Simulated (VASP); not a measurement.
# RbBr (Pm-3m) in VASP: further runs

Runs on RbBr. Level: PBE. Tasks: single point.

Program: VASP 6.6.1. These are calculated values, not measurements. Logs are shortened: lines on timing, memory, paths and dates and some standing lists are left out, and cuts for length are marked.

## (1) The cell of the first run

Symmetry: Pm-3m, No. 221, cubic system. The conventional cell has a = 4.126 Å, b = 4.126 Å, c = 4.126 Å, α = 90.00°, β = 90.00°, γ = 90.00°. Within 4.7 Å of Rb (site symmetry m-3m) lie 8 Br at 3.57 Å and 6 Rb at 4.13 Å. Br (site symmetry m-3m) has 8 Rb at 3.57 Å and 6 Br at 4.13 Å within 4.7 Å.

## (2) Single point, PBE

Contents of INCAR:

```
SYSTEM = RbBr
  PREC = Accurate
  ENCUT = 500
  EDIFF = 1E-6
  ISMEAR = 0
  SIGMA = 0.1
  LREAL = .False.
  LASPH = .True.
  NELM = 120
  ALGO = Normal
  ISIF = 2
  LWAVE = .False.
  LCHARG = .True.
  GGA = PE
  LELF = .True.
  LVHAR = .True.
  ISYM = 0
  NBANDS = 15
  GGA_COMPAT = .False.
```

Contents of KPOINTS:

```
Automatic mesh
0
Gamma
  2 2 2
  0 0 0.5
```

Contents of POSCAR:

```
RbBr
1.0
    4.1260773000      0.0000000000      0.0000000000
    0.0000000000      4.1260773000      0.0000000000
    0.0000000000      0.0000000000      4.1260773000
Rb Br
1 1
Direct
    0.0000000000      0.0000000000      0.0000000000
    0.5000000000      0.5000000000      0.5000000000
```

Potentials or basis: VASP PAW PBE potentials, release 64 (Rb_sv, Br).

Launch:

```bash
cat potpaw_PBE.64/Rb_sv/POTCAR potpaw_PBE.64/Br/POTCAR > POTCAR
mpirun -np 1 vasp_std > vasp.out
```

OUTCAR:

```text
SYSTEM = RbBr
   PREC = Accurate
   ENCUT = 500
   EDIFF = 1E-6
   ISMEAR = 0
   LREAL = .False.
   LASPH = .True.
   NELM = 120
   ISIF = 2
   GGA = PE
   ISYM = 0

 ion  position               nearest neighbor table
   1  0.000  0.000  0.000-   2 3.57   2 3.57   2 3.57   2 3.57   2 3.57   2 3.57   2 3.57   2 3.57

   2  0.500  0.500  0.500-   1 3.57   1 3.57   1 3.57   1 3.57   1 3.57   1 3.57   1 3.57   1 3.57

IMPORTANT INFORMATION: All symmetrisations will be switched off!
NOSYMM: (Re-)initialisation of all symmetry stuff for point group C_1.

----------------------------------------------------------------------------------------

                                     Primitive cell

  volume of cell :      70.2445

  direct lattice vectors                    reciprocal lattice vectors
     4.126077300  0.000000000  0.000000000     0.242360947  0.000000000  0.000000000
     0.000000000  4.126077300  0.000000000     0.000000000  0.242360947  0.000000000
     0.000000000  0.000000000  4.126077300     0.000000000  0.000000000  0.242360947

  length of vectors
     4.126077300  4.126077300  4.126077300     0.242360947  0.242360947  0.242360947

  position of ions in fractional coordinates (direct lattice)
     0.000000000  0.000000000  0.000000000
     0.500000000  0.500000000  0.500000000

  ion indices of the primitive-cell ions
   primitive index   ion index
                 1           1
                 2           2

----------------------------------------------------------------------------------------

 KPOINTS: Automatic mesh

Automatic generation of k-mesh.
 Grid dimensions read from file:
 generate k-points for:    2    2    2

 Generating k-lattice:

  Cartesian coordinates                     Fractional coordinates (reciprocal lattice)
     0.121180473  0.000000000  0.000000000     0.500000000  0.000000000  0.000000000
     0.000000000  0.121180473  0.000000000     0.000000000  0.500000000  0.000000000
     0.000000000  0.000000000  0.121180473     0.000000000  0.000000000  0.500000000

  Length of vectors
     0.121180473  0.121180473  0.121180473

  Shift w.r.t. Gamma in fractional coordinates (k-lattice)
     0.000000000  0.000000000  0.500000000

 Subroutine IBZKPT returns following result:
 ===========================================

 Found     12 irreducible k-points:

 Following reciprocal coordinates:
            Coordinates               Weight
  0.000000  0.000000  0.250000      2.000000
  0.250000  0.000000  0.000000      2.000000
  0.000000  0.250000  0.000000      2.000000
  0.500000  0.000000  0.250000      2.000000
  0.250000  0.500000  0.000000      2.000000
[... 31 lines left out ...]
   ISIF   =      2    stress and relaxation
   ISYM   =      0    0-nonsym 1-usesym 2-fastsym
   POTIM  = 0.5000    time-step for ionic-motion
   TEBEG  =    0.0;   TEEND  =   0.0 temperature during run
   PSTRESS=    0.0 pullay stress
   NELECT =      16.0000    total number of electrons
   NUPDOWN=      -1.0000    fix difference up-down
   EMIN   =  10.00;   EMAX   =-10.00  energy-range for DOS
[... 5 lines left out ...]
     AMIX     =   0.40;   BMIX     =  1.00
     AMIX_MAG =   1.60;   BMIX_MAG =  1.00
  volume/ion in A,a.u.               =      35.12       237.02
  Fermi-wavevector in a.u.,A,eV,Ry     =   0.999795  1.889338 13.600238  0.999589
  Thomas-Fermi vector in A             =   2.132108
   LORBIT       =      0    0 simple, 1 ext, 2 COOP (PROOUT), +10 PAW based schemes
   GGA     = PE    functional components
   LHFCALC =     F    Hartree Fock is set to
   AEXX    =    0.0000 exact exchange contribution
   IVDW    =     0    specifies the selected vdW correction
   LEPSILON=     F    determine dielectric tensor
   LRPA    =     F    only Hartree local field effects (RPA)
 non-spin polarized calculation
 Gauss-broadening in eV      SIGMA  =   0.10
  energy-cutoff  :      500.00
  volume of cell :       70.24
 maximum number of plane-waves:      1803
   NGX = 15   NGY = 15   NGZ = 15

 number of electron      16.0000005 magnetization

 Free energy of the ion-electron system (eV)
  ---------------------------------------------------
  ext. energy  EPLUGINS =         0.00000000
  ---------------------------------------------------
  free energy    TOTEN  =        -5.93969625 eV

  energy without entropy =       -5.93969625  energy(sigma->0) =       -5.93969625

 E-fermi :  -0.2107     XC(G=0):  -7.9194

 val. band max:       -0.7510723171   @ k =   0.0000   0.5000   0.2500
 cond. band min:       4.7150485892   @ k =   0.0000   0.0000   0.2500
 fundamental gap:      5.4661209063
 Fermi energy:        -0.2106815001

 k-point     1 :       0.0000    0.0000    0.2500
  band No.  band energies     occupation
      1     -25.7745      2.00000
      2     -13.2401      2.00000
      3      -9.8353      2.00000
      4      -9.7427      2.00000
      5      -9.7427      2.00000
      6      -1.6940      2.00000
      7      -0.8232      2.00000
      8      -0.8232      2.00000
      9       4.7150      0.00000
     10       5.3820      0.00000
     11       6.1282      0.00000
     12       9.0633      0.00000
     13       9.0633      0.00000
     14       9.5862      0.00000
[... 185 lines left out ...]
      2     -12.9993      2.00000
      3     -10.0322      2.00000
      4     -10.0322      2.00000
      5      -9.8416      2.00000
      6      -1.8293      2.00000
      7      -1.8293      2.00000
      8      -1.3857      2.00000
      9       5.7869      0.00000
     10       7.1067      0.00000
     11       7.3215      0.00000
     12       7.3215      0.00000
     13       9.5151      0.00000
     14       9.5151      0.00000
     15      11.2264      0.00000

------------------------ aborting loop because EDIFF is reached ----------------------------------------

  FORCE on cell =-STRESS in cart. coord.  units (eV):
  Direction    XX          YY          ZZ          XY          YZ          ZX
  --------------------------------------------------------------------------------------
  -------------------------------------------------------------------------------------
  Total        0.4589832      0.4589783      0.4589801     -0.0000001     -0.0000005     -0.0000002
  in kB       10.4687623     10.4686483     10.4686912     -0.0000022     -0.0000113     -0.0000048
  external PRESSURE =      10.4687006 kB  Pullay stress =       0.0000000 kB

 VOLUME and BASIS-vectors are now :
 -----------------------------------------------------------------------------
  energy-cutoff  :      500.00
  volume of cell :       70.24
      direct lattice vectors                 reciprocal lattice vectors
     4.126077300  0.000000000  0.000000000     0.242360947  0.000000000  0.000000000
     0.000000000  4.126077300  0.000000000     0.000000000  0.242360947  0.000000000
     0.000000000  0.000000000  4.126077300     0.000000000  0.000000000  0.242360947

 POSITION                                       TOTAL-FORCE (eV/Angst)
 -----------------------------------------------------------------------------------
      0.00000      0.00000      0.00000        -0.000001      0.000001      0.000000
      2.06304      2.06304      2.06304         0.000001     -0.000001     -0.000000
 -----------------------------------------------------------------------------------
    total drift:                                0.000001     -0.000002     -0.000001

  FREE ENERGIE OF THE ION-ELECTRON SYSTEM (eV)
  ---------------------------------------------------
  free  energy   TOTEN  =        -5.9396962463 eV

  energy  without entropy=       -5.9396962463  energy(sigma->0) =       -5.93969625
```

It took 26 s on 1 thread of Intel Xeon 8259CL, shared host; peak memory 0.16 GiB.

Results:

* Free energy: -5.9397 eV
* Pressure: 1.0 GPa
* Band gap on the k mesh: 5.47 eV, indirect (least direct gap 5.54 eV)

Caveat: the k points lie up to 0.76 Å⁻¹ apart. A k mesh can miss the band edges.

## (3) Single point, PBE

Contents of INCAR:

```
SYSTEM = RbBr
PREC = Accurate
ENCUT = 500
EDIFF = 1E-6
ISMEAR = -4
SIGMA = 0.1
LREAL = .False.
LASPH = .True.
NELM = 120
ALGO = Normal
ISIF = 2
LWAVE = .False.
LCHARG = .False.
GGA = PE
ISYM = 0
NBANDS = 15
GGA_COMPAT = .False.
```

Contents of KPOINTS:

```
Automatic mesh
0
Gamma
  3 4 1
  0 0 0
```

POSCAR is that of step 2.

Potentials or basis: VASP PAW PBE potentials, release 64 (Rb_sv, Br).

Launch:

```bash
cat potpaw_PBE.64/Rb_sv/POTCAR potpaw_PBE.64/Br/POTCAR > POTCAR
mpirun -np 1 vasp_std > vasp.out
```

OUTCAR:

```text
SYSTEM = RbBr
   PREC = Accurate
   ENCUT = 500
   EDIFF = 1E-6
   ISMEAR = -4
   LREAL = .False.
   LASPH = .True.
   NELM = 120
   ISIF = 2
   GGA = PE
   ISYM = 0

 ion  position               nearest neighbor table
   1  0.000  0.000  0.000-   2 3.57   2 3.57   2 3.57   2 3.57   2 3.57   2 3.57   2 3.57   2 3.57

   2  0.500  0.500  0.500-   1 3.57   1 3.57   1 3.57   1 3.57   1 3.57   1 3.57   1 3.57   1 3.57

IMPORTANT INFORMATION: All symmetrisations will be switched off!
NOSYMM: (Re-)initialisation of all symmetry stuff for point group C_1.

----------------------------------------------------------------------------------------

                                     Primitive cell

  volume of cell :      70.2445

  direct lattice vectors                    reciprocal lattice vectors
     4.126077300  0.000000000  0.000000000     0.242360947  0.000000000  0.000000000
     0.000000000  4.126077300  0.000000000     0.000000000  0.242360947  0.000000000
     0.000000000  0.000000000  4.126077300     0.000000000  0.000000000  0.242360947

  length of vectors
     4.126077300  4.126077300  4.126077300     0.242360947  0.242360947  0.242360947

  position of ions in fractional coordinates (direct lattice)
     0.000000000  0.000000000  0.000000000
[... 151 lines left out ...]
     10       4.9121      0.00000
     11       5.0550      0.00000
     12       9.2760      0.00000
     13       9.2922      0.00000
     14       9.2927      0.00000
[... 95 lines left out ...]
      2     -12.8925      2.00000
      3      -9.9755      2.00000
      4      -9.9408      2.00000
      5      -9.6102      2.00000
      6      -1.7437      2.00000
      7      -1.3822      2.00000
      8      -0.4999      2.00000
      9       5.1647      0.00000
     10       5.9698      0.00000
     11       7.6595      0.00000
     12       7.6873      0.00000
     13       8.5441      0.00000
     14       9.6312      0.00000
     15      10.8849      0.00000

------------------------ aborting loop because EDIFF is reached ----------------------------------------

  FORCE on cell =-STRESS in cart. coord.  units (eV):
  Direction    XX          YY          ZZ          XY          YZ          ZX
  --------------------------------------------------------------------------------------
  -------------------------------------------------------------------------------------
  Total        0.6208477      0.5489706      6.2817723      0.0000014      0.0000009      0.0000001
  in kB       14.1606638     12.5212474    143.2783904      0.0000311      0.0000194      0.0000022
  external PRESSURE =      56.6534339 kB  Pullay stress =       0.0000000 kB

 VOLUME and BASIS-vectors are now :
 -----------------------------------------------------------------------------
  energy-cutoff  :      500.00
  volume of cell :       70.24
      direct lattice vectors                 reciprocal lattice vectors
     4.126077300  0.000000000  0.000000000     0.242360947  0.000000000  0.000000000
     0.000000000  4.126077300  0.000000000     0.000000000  0.242360947  0.000000000
     0.000000000  0.000000000  4.126077300     0.000000000  0.000000000  0.242360947

 POSITION                                       TOTAL-FORCE (eV/Angst)
 -----------------------------------------------------------------------------------
      0.00000      0.00000      0.00000         0.000000      0.000001      0.000001
      2.06304      2.06304      2.06304        -0.000000     -0.000001     -0.000001
 -----------------------------------------------------------------------------------
    total drift:                               -0.000001     -0.000004      0.000001

  FREE ENERGIE OF THE ION-ELECTRON SYSTEM (eV)
  ---------------------------------------------------
  free  energy   TOTEN  =        -4.9236199758 eV

  energy  without entropy=       -4.9236199758  energy(sigma->0) =       -4.92361998
```

OSZICAR:

```text
N       E                     dE             d eps       ncg     rms          rms(c)
DAV:   1     0.827952397215E+02    0.82795E+02   -0.67640E+03   210   0.898E+02
DAV:   2    -0.256013762822E+00   -0.83051E+02   -0.72850E+02   274   0.166E+02
DAV:   3    -0.510580827763E+01   -0.48498E+01   -0.48271E+01   301   0.410E+01
DAV:   4    -0.521221377463E+01   -0.10641E+00   -0.10640E+00   272   0.602E+00
DAV:   5    -0.521454013037E+01   -0.23264E-02   -0.23264E-02   295   0.563E-01    0.282E+00
DAV:   6    -0.494767775312E+01    0.26686E+00   -0.30541E-01   259   0.259E+00    0.186E+00
DAV:   7    -0.491686299238E+01    0.30815E-01   -0.16871E-01   273   0.205E+00    0.983E-01
DAV:   8    -0.492345551114E+01   -0.65925E-02   -0.15985E-02   233   0.801E-01    0.126E-01
DAV:   9    -0.492345969240E+01   -0.41813E-05   -0.61000E-04   308   0.134E-01    0.795E-02
DAV:  10    -0.492361751987E+01   -0.15783E-03   -0.27873E-04   224   0.106E-01    0.160E-02
DAV:  11    -0.492361901789E+01   -0.14980E-05   -0.11564E-05   273   0.210E-02    0.660E-03
DAV:  12    -0.492361997576E+01   -0.95787E-06   -0.19614E-06   237   0.101E-02
   1 F= -.49236200E+01 E0= -.49236200E+01  d E =0.000000E+00
```

stdout:

```text
POSCAR found type information on POSCAR RbBr
 POSCAR found :  2 types and       2 ions
 scaLAPACK will be used
 LDA part: xc-table for (Slater+PW92), standard interpolation
 -----------------------------------------------------------------------------
|                                                                             |
|           W    W    AA    RRRRR   N    N  II  N    N   GGGG   !!!           |
|           W    W   A  A   R    R  NN   N  II  NN   N  G    G  !!!           |
|           W    W  A    A  R    R  N N  N  II  N N  N  G       !!!           |
|           W WW W  AAAAAA  RRRRR   N  N N  II  N  N N  G  GGG   !            |
|           WW  WW  A    A  R   R   N   NN  II  N   NN  G    G                |
|           W    W  A    A  R    R  N    N  II  N    N   GGGG   !!!           |
|                                                                             |
|     Your reciprocal lattice and k-lattice belong to different lattice       |
|     classes:                                                                |
|                                                                             |
|        The reciprocal lattice is simple cubic,                              |
|        whereas your k-lattice is simple orthorhombic.                       |
|                                                                             |
|     Results are often still useful ...                                      |
|                                                                             |
 -----------------------------------------------------------------------------

 POSCAR, INCAR and KPOINTS ok, starting setup
 FFT: planning ... GRIDC
 FFT: planning ... GRID_SOFT
 FFT: planning ... GRID
 WAVECAR not read
 entering main loop
```

Run time: 16 s. Hardware: 1 thread of Intel Xeon 8259CL, shared host; peak memory 0.16 GiB.

The run converged, but its numbers aren't listed here, since they failed a check.

Caveat: the k points lie up to 1.52 Å⁻¹ apart.

## (4) Single point, PBE

This run uses another cell than the first one, of 32.03 Å³/atom, 0.912 times its volume.

Contents of INCAR:

```
ALGO = Normal
EDIFF = 1E-6
ENCUT = 500
GGA = PE
GGA_COMPAT = F
ISIF = 2
ISMEAR = 0
LASPH = T
LCHARG = F
LREAL = F
LWAVE = F
NBANDS = 15
NELM = 120
PREC = Accurate
SIGMA = 0.1
```

Contents of KPOINTS:

```
k-points
0
Gamma
  4 4 4
```

Contents of POSCAR:

```
RbBr
1.0
    4.0013109824      0.0000000000      0.0000000000
    0.0000000000      4.0013109824      0.0000000000
    0.0000000000      0.0000000000      4.0013109824
Rb Br
1 1
Direct
    0.0000000000      0.0000000000      0.0000000000
    0.5000000000      0.5000000000      0.5000000000
```

Potentials or basis: VASP PAW PBE potentials, release 64 (Rb_sv, Br).

Launch:

```bash
cat potpaw_PBE.64/Rb_sv/POTCAR potpaw_PBE.64/Br/POTCAR > POTCAR
mpirun -np 1 vasp_std > vasp.out
```

OUTCAR:

```text
EDIFF = 1E-6
   ENCUT = 500
   GGA = PE
   ISIF = 2
   ISMEAR = 0
   LASPH = T
   LREAL = F
   NELM = 120
   PREC = Accurate

 ion  position               nearest neighbor table
   1  0.000  0.000  0.000-   2 3.47   2 3.47   2 3.47   2 3.47   2 3.47   2 3.47   2 3.47   2 3.47

   2  0.500  0.500  0.500-   1 3.47   1 3.47   1 3.47   1 3.47   1 3.47   1 3.47   1 3.47   1 3.47

  LATTYP: Found a simple cubic cell.
 ALAT       =     4.0013109824

  Lattice vectors:
[... 350 lines left out ...]
     15      12.4673      0.00000

------------------------ aborting loop because EDIFF is reached ----------------------------------------

  FORCE on cell =-STRESS in cart. coord.  units (eV):
  Direction    XX          YY          ZZ          XY          YZ          ZX
  --------------------------------------------------------------------------------------
  -------------------------------------------------------------------------------------
  Total        1.1635408      1.1635408      1.1635408      0.0000000      0.0000000     -0.0000000
  in kB       29.0994831     29.0994831     29.0994831      0.0000000      0.0000000     -0.0000000
  external PRESSURE =      29.0994831 kB  Pullay stress =       0.0000000 kB

 VOLUME and BASIS-vectors are now :
 -----------------------------------------------------------------------------
  energy-cutoff  :      500.00
  volume of cell :       64.06
      direct lattice vectors                 reciprocal lattice vectors
     4.001310982  0.000000000  0.000000000     0.249918090  0.000000000  0.000000000
     0.000000000  4.001310982  0.000000000     0.000000000  0.249918090  0.000000000
     0.000000000  0.000000000  4.001310982     0.000000000  0.000000000  0.249918090

 POSITION                                       TOTAL-FORCE (eV/Angst)
 -----------------------------------------------------------------------------------
      0.00000      0.00000      0.00000         0.000000      0.000000      0.000000
      2.00066      2.00066      2.00066         0.000000      0.000000      0.000000
 -----------------------------------------------------------------------------------
    total drift:                                0.000000      0.000000     -0.000000

  FREE ENERGIE OF THE ION-ELECTRON SYSTEM (eV)
  ---------------------------------------------------
  free  energy   TOTEN  =        -5.9235375001 eV

  energy  without entropy=       -5.9235375001  energy(sigma->0) =       -5.92353750
```

OSZICAR:

```text
N       E                     dE             d eps       ncg     rms          rms(c)
DAV:   1     0.790636098018E+02    0.79064E+02   -0.67561E+03   300   0.910E+02
DAV:   2    -0.894162615930E+00   -0.79958E+02   -0.71845E+02   400   0.167E+02
DAV:   3    -0.598558901434E+01   -0.50914E+01   -0.50520E+01   378   0.426E+01
DAV:   4    -0.614002298238E+01   -0.15443E+00   -0.15431E+00   448   0.643E+00
DAV:   5    -0.614116415807E+01   -0.11412E-02   -0.11412E-02   392   0.571E-01    0.310E+00
DAV:   6    -0.595130522588E+01    0.18986E+00   -0.16531E-01   363   0.233E+00    0.213E+00
DAV:   7    -0.592074260905E+01    0.30563E-01   -0.10388E-01   363   0.190E+00    0.101E+00
DAV:   8    -0.592353363314E+01   -0.27910E-02   -0.12650E-02   380   0.674E-01    0.123E-01
DAV:   9    -0.592343034280E+01    0.10329E-03   -0.33221E-04   377   0.109E-01    0.588E-02
DAV:  10    -0.592353504820E+01   -0.10471E-03   -0.21350E-04   356   0.936E-02    0.104E-02
DAV:  11    -0.592353615920E+01   -0.11110E-05   -0.74382E-06   399   0.177E-02    0.616E-03
DAV:  12    -0.592353746172E+01   -0.13025E-05   -0.24881E-06   362   0.123E-02    0.845E-04
DAV:  13    -0.592353750010E+01   -0.38375E-07   -0.95782E-08   276   0.236E-03
   1 F= -.59235375E+01 E0= -.59235375E+01  d E =-.296110E-11
```

Run time: 20 s. Hardware: 1 thread of Intel Xeon 8259CL, shared host; peak memory 0.16 GiB.

What came out:

- Free energy: -5.9235 eV
- Pressure: 2.9 GPa
- Band gap on the k mesh: 4.42 eV, indirect (least direct gap 4.57 eV)
